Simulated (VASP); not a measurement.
# CsLi (P-6m2) in VASP: phonons with PBE+D3(BJ)

Aim: the phonons of CsLi with PBE+D3(BJ).

Program: VASP 6.6.1. These are calculated values, not measurements. Logs are shortened: lines on timing, memory, paths and dates and some standing lists are left out, and cuts for length are marked.

### Step 1. The cell of the first run

The structure is hexagonal, space group P-6m2 (No. 187). Conventional cell: a = 4.511 Å, b = 4.511 Å, c = 6.373 Å, α = 90.00°, β = 90.00°, γ = 120.00°. Within 5.4 Å of Cs (site symmetry -6m2) lie 6 Li at 4.12 Å and 6 Cs at 4.51 Å. Li (site symmetry -6m2) has 6 Cs at 4.12 Å and 6 Li at 4.51 Å within 5.4 Å.

### Step 2. Phonons, PBE+D3(BJ)

The input, INCAR:

```
PREC = Accurate
ENCUT = 520
EDIFF = 1E-8
ISMEAR = -1
SIGMA = 0.15
LREAL = False
LASPH = True
NELM = 100
ALGO = Normal
ISIF = 2
LWAVE = False
LCHARG = False
GGA = PE
IVDW = 12
NBANDS = 13
IBRION = 6
NFREE = 2
POTIM = 0.015
NSW = 1
```

The input, KPOINTS:

```
regular mesh
0
Gamma
  12 12 8
```

The input, POSCAR:

```
CsLi
1.0
    4.5113712820      0.0000000000      0.0000000000
   -2.2556856410      3.9069621362      0.0000000000
    0.0000000000      0.0000000000      6.3727242135
Cs Li
1 1
Direct
    0.3333333333      0.6666666667      0.5000000000
    0.0000000000      0.0000000000      0.0000000000
```

Potentials or basis: VASP PAW PBE potentials, release 64 (Cs_sv, Li_sv).

On the command line:

```
cat potpaw_PBE.64/Cs_sv/POTCAR potpaw_PBE.64/Li_sv/POTCAR > POTCAR
mpirun -np 1 vasp_std > vasp.out
```

OUTCAR:

```text
PREC = Accurate
   ENCUT = 520
   EDIFF = 1E-8
   ISMEAR = -1
   LREAL = False
   LASPH = True
   NELM = 100
   ISIF = 2
   GGA = PE
   IVDW = 12
   IBRION = 6
   NFREE = 2
   POTIM = 0.015
   NSW = 1
 IVDW          = 12

 ion  position               nearest neighbor table
   1  0.333  0.667  0.500-
   2  0.000  0.000  0.000-

  LATTYP: Found a hexagonal cell.
 ALAT       =     4.5113712820
 C/A-ratio  =     1.4125913863

  Lattice vectors:

 A1 = (   4.5113712820,   0.0000000000,   0.0000000000)
 A2 = (  -2.2556856410,   3.9069621362,   0.0000000000)
 A3 = (   0.0000000000,   0.0000000000,   6.3727242135)

Analysis of symmetry for initial positions (statically):
=====================================================================
 Subroutine PRICEL returns:
 Original cell was already a primitive cell.

 Routine SETGRP: Setting up the symmetry group for a
 hexagonal supercell.

 Subroutine GETGRP returns: Found 12 space group operations
 (whereof 12 operations were pure point group operations)
 out of a pool of 24 trial point group operations.

The static configuration has the point symmetry D_3h.

Analysis of symmetry for dynamics (positions and initial velocities):
=====================================================================
 Subroutine PRICEL returns:
 Original cell was already a primitive cell.

 Routine SETGRP: Setting up the symmetry group for a
 hexagonal supercell.

 Subroutine GETGRP returns: Found 12 space group operations
 (whereof 12 operations were pure point group operations)
 out of a pool of 24 trial point group operations.

The dynamic configuration has the point symmetry D_3h.

 Subroutine INISYM returns: Found 12 space group operations
 (whereof 12 operations are pure point group operations),
 and found     1 'primitive' translations

----------------------------------------------------------------------------------------

                                     Primitive cell

  volume of cell :     112.3241

  direct lattice vectors                    reciprocal lattice vectors
     4.511371282  0.000000000  0.000000000     0.221662093  0.127976669  0.000000000
    -2.255685641  3.906962136  0.000000000     0.000000000  0.255953338  0.000000000
     0.000000000  0.000000000  6.372724213     0.000000000  0.000000000  0.156918763

  length of vectors
     4.511371282  4.511371282  6.372724213     0.255953338  0.255953338  0.156918763

  position of ions in fractional coordinates (direct lattice)
     0.333333333  0.666666667  0.500000000
     0.000000000  0.000000000  0.000000000

  ion indices of the primitive-cell ions
   primitive index   ion index
                 1           1
                 2           2

----------------------------------------------------------------------------------------

 KPOINTS: regular mesh

Automatic generation of k-mesh.
 Grid dimensions read from file:
 generate k-points for:   12   12    8

 Generating k-lattice:

  Cartesian coordinates                     Fractional coordinates (reciprocal lattice)
     0.018471841  0.010664722  0.000000000     0.083333333  0.000000000  0.000000000
     0.000000000  0.021329445  0.000000000     0.000000000  0.083333333  0.000000000
     0.000000000  0.000000000  0.019614845     0.000000000  0.000000000  0.125000000

  Length of vectors
     0.021329445  0.021329445  0.019614845

  Shift w.r.t. Gamma in fractional coordinates (k-lattice)
     0.000000000  0.000000000  0.000000000

 Subroutine IBZKPT returns following result:
 ===========================================

 Found     95 irreducible k-points:

 Following reciprocal coordinates:
            Coordinates               Weight
  0.000000  0.000000  0.000000      1.000000
  0.083333 -0.000000  0.000000      6.000000
  0.166667 -0.000000  0.000000      6.000000
  0.250000  0.000000  0.000000      6.000000
  0.333333  0.000000  0.000000      6.000000
  0.416667 -0.000000  0.000000      6.000000
[... 16 lines left out ...]
  0.250000  0.000000  0.125000     12.000000
  0.333333  0.000000  0.125000     12.000000
 [... further k-points ...]
   k-points           NKPTS =     95   k-points in BZ     NKDIM =     95   number of bands    NBANDS=     13
   number of dos      NEDOS =    301   number of ions     NIONS =      2
   total plane-waves  NPLWV =  62208
   dimension x,y,z NGX =    36 NGY =   36 NGZ =   48
   dimension x,y,z NGXF=    72 NGYF=   72 NGZF=   96
   ions per type =               1   1
   NGX,Y,Z   is equivalent  to a cutoff of  13.27, 13.27, 12.52 a.u.
   NGXF,Y,Z  is equivalent  to a cutoff of  26.53, 26.53, 25.04 a.u.
 SYSTEM =  unknown system
   PREC   = accura    normal or accurate (medium, high low for compatibility)
   ISTART =      0    job   : 0-new  1-cont  2-samecut
   ICHARG =      2    charge: 1-file 2-atom 10-const
   ISPIN  =      1    spin polarized calculation?
   LNONCOLLINEAR =      F non collinear calculations
   LSORBIT =      F    spin-orbit coupling
   LASPH  =      T    aspherical Exc in radial PAW
   ENCUT  =  520.0 eV  38.22 Ry    6.18 a.u.   8.39  8.39 11.85*2*pi/ulx,y,z
   NELM   =    100;   NELMIN=  2; NELMDL= -5     # of ELM steps
   EDIFF  = 0.1E-07   stopping-criterion for ELM
   LREAL  =      F    real-space projection
   EDIFFG = 0.1E-06   stopping-criterion for IOM
   NSW    =     61    number of steps for IOM
   IBRION =      6    ionic relax: 0-MD 1-quasi-New 2-CG
   NFREE  =      2    steps in history (QN), initial steepest desc. (CG)
   ISIF   =      2    stress and relaxation
   ISYM   =      2    0-nonsym 1-usesym 2-fastsym
   POTIM  = 0.0150    time-step for ionic-motion
   TEBEG  =    0.0;   TEEND  =   0.0 temperature during run
   PSTRESS=    0.0 pullay stress
   NELECT =      12.0000    total number of electrons
   NUPDOWN=      -1.0000    fix difference up-down
   EMIN   =  10.00;   EMAX   =-10.00  energy-range for DOS
   EFERMI =   0.00;   METHOD = LEGACY
   ISMEAR =    -1;   SIGMA  =   0.15  broadening in eV -4-tet -1-fermi 0-gaus
   EFERMI_NEDOS =   21; number of points for ismear=-14 and -15
   IALGO  =     38    algorithm
   IMIX   =      4    mixing-type and parameters
     AMIX     =   0.40;   BMIX     =  1.00
     AMIX_MAG =   1.60;   BMIX_MAG =  1.00
  volume/ion in A,a.u.               =      56.16       379.00
  Fermi-wavevector in a.u.,A,eV,Ry     =   0.776803  1.467945  8.210069  0.603423
  Thomas-Fermi vector in A             =   1.879357
   LORBIT       =      0    0 simple, 1 ext, 2 COOP (PROOUT), +10 PAW based schemes
   GGA     = PE    functional components
   LHFCALC =     F    Hartree Fock is set to
   AEXX    =    0.0000 exact exchange contribution
   IVDW    =    12    specifies the selected vdW correction
   LEPSILON=     F    determine dielectric tensor
   LRPA    =     F    only Hartree local field effects (RPA)
 finite differences with symmetry
 non-spin polarized calculation
  energy-cutoff  :      520.00
  volume of cell :      112.32
 maximum number of plane-waves:      3101
 NGX is ok and might be reduce to    36
   NGX = 17   NGY = 17   NGZ = 23

--------------------------------------- Ionic step        1  -------------------------------------------

 number of electron      11.9999996 magnetization

 Free energy of the ion-electron system (eV)
  ---------------------------------------------------
  ext. energy  EPLUGINS =         0.00000000
  ---------------------------------------------------
  free energy    TOTEN  =        -2.18821873 eV

  energy without entropy =       -2.07026397  energy(sigma->0) =       -2.12924135

------------------------ aborting loop because EDIFF is reached ----------------------------------------

 Edisp (eV)   -0.22946

 E8    (eV) :    -0.1225
[... 311 lines left out ...]
--------------------------------------- Ionic step        9  -------------------------------------------

 number of electron      12.0000002 magnetization

 Free energy of the ion-electron system (eV)
  ---------------------------------------------------
  ext. energy  EPLUGINS =         0.00000000
  ---------------------------------------------------
  free energy    TOTEN  =        -2.18813242 eV

  energy without entropy =       -2.07017204  energy(sigma->0) =       -2.12915223

 E-fermi :   0.8454     XC(G=0):  -6.3147

 val. band max:        0.8072544275   @ k =   0.2500   0.0000   0.3750
 cond. band min:       0.8464820797   @ k =   0.4167   0.1667   0.3750
 fundamental gap:      0.0392276522
 Fermi energy:         0.8453825348

 k-point     1 :       0.0000    0.0000    0.0000
  band No.  band energies     occupation
      1     -47.1093      2.00000
      2     -22.7021      2.00000
      3      -9.4873      2.00000
      4      -9.2933      2.00000
      5      -9.2933      2.00000
      6      -1.4070      2.00000
      7       1.4480      0.03536
      8       2.3034      0.00012
      9       3.7684      0.00000
     10       3.7684      0.00000
     11       5.7908      0.00000
     12       5.7908      0.00000
     13       6.7707      0.00000
[... 354 lines left out ...]
  band No.  band energies     occupation
      1     -47.1091      2.00000
      2     -22.6638      2.00000
      3      -9.7539      2.00000
      4      -9.4080      2.00000
      5      -9.3967      2.00000
      6      -0.1855      1.99793
      7       1.5837      0.01446
      8       2.1259      0.00039
      9       2.6562      0.00001
     10       4.5469      0.00000
     11       4.7140      0.00000
     12       5.2291      0.00000
     13       5.3421      0.00000

 [... further k-points ...]

------------------------ aborting loop because EDIFF is reached ----------------------------------------

 Edisp (eV)   -0.22946

 E8    (eV) :    -0.1225
[... 25 lines left out ...]
  FREE ENERGIE OF THE ION-ELECTRON SYSTEM (eV)
  ---------------------------------------------------
  free  energy   TOTEN  =        -2.4175943357 eV

  energy  without entropy=       -2.2996339560  energy(sigma->0) =       -2.35861415

 INTERNAL STRAIN TENSORS FROM DISPLACED ATOMS
 ============================================

 INTERNAL STRAIN TENSOR FOR ION    1 for displacements in x,y,z  (eV/Angst):
          X           Y           Z          XY          YZ          ZX
  --------------------------------------------------------------------------------
  x     0.00000     0.00000     0.00000     0.63585     0.00000     0.00000
  y     0.63585    -0.63585     0.00000     0.00000     0.00000     0.00000
  z     0.00000     0.00000     0.00000     0.00000     0.00000     0.00000

 INTERNAL STRAIN TENSOR FOR ION    2 for displacements in x,y,z  (eV/Angst):
          X           Y           Z          XY          YZ          ZX
  --------------------------------------------------------------------------------
  x     0.00000     0.00000     0.00000    -0.63513     0.00000     0.00000
  y    -0.63513     0.63513     0.00000     0.00000     0.00000     0.00000
  z     0.00000     0.00000     0.00000     0.00000     0.00000     0.00000

 Eigenvectors and eigenvalues of the dynamical matrix
 ----------------------------------------------------

   1 f  =    5.538901 THz    34.801941 2PiTHz  184.757846 cm-1    22.907043 meV
             X         Y         Z           dx          dy          dz
     -0.000000  2.604641  3.186362    -0.000000   -0.000000   -0.227748
      0.000000  0.000000  0.000000     0.000000    0.000000    0.973720
[... 21 lines left out ...]
   6 f/i=    0.022229 THz     0.139668 2PiTHz    0.741475 cm-1     0.091931 meV
             X         Y         Z           dx          dy          dz
     -0.000000  2.604641  3.186362    -0.000000    0.000000    0.973720
      0.000000  0.000000  0.000000    -0.000000    0.000000    0.227748

 ELASTIC MODULI CONTR FROM IONIC RELAXATION (kBar)
 Direction    XX          YY          ZZ          XY          YZ          ZX
 --------------------------------------------------------------------------------
 XX         -33.9997     33.9997      0.0000     -0.0000      0.0000      0.0000
 YY          33.9997    -33.9997      0.0000      0.0000      0.0000      0.0000
 ZZ           0.0000      0.0000      0.0000      0.0000      0.0000      0.0000
 XY          -0.0000      0.0000      0.0000    -33.9997      0.0000      0.0000
 YZ           0.0000      0.0000      0.0000      0.0000      0.0000      0.0000
 ZX           0.0000      0.0000      0.0000      0.0000      0.0000      0.0000
 --------------------------------------------------------------------------------
```

Wall time 24 min (1 thread of Intel Xeon Platinum 8375C at 2.90GHz (Ice Lake), shared host); peak memory 0.89 GiB.

What came out:

```yaml
Highest_phonon_frequency_at_Γ_LO-TO_splitting_left_out: 185 cm⁻¹
Dispersion_energy_per_atom: -0.115 eV
```

Phonon frequencies in cm⁻¹ (negative: imaginary):
| q point | frequencies |
| --- | --- |
| (0.000, 0.000, 0.000) | -1 0 0 82 82 185 |

Caveat: spin-orbit coupling is left out, which moves the levels of the heavy elements.
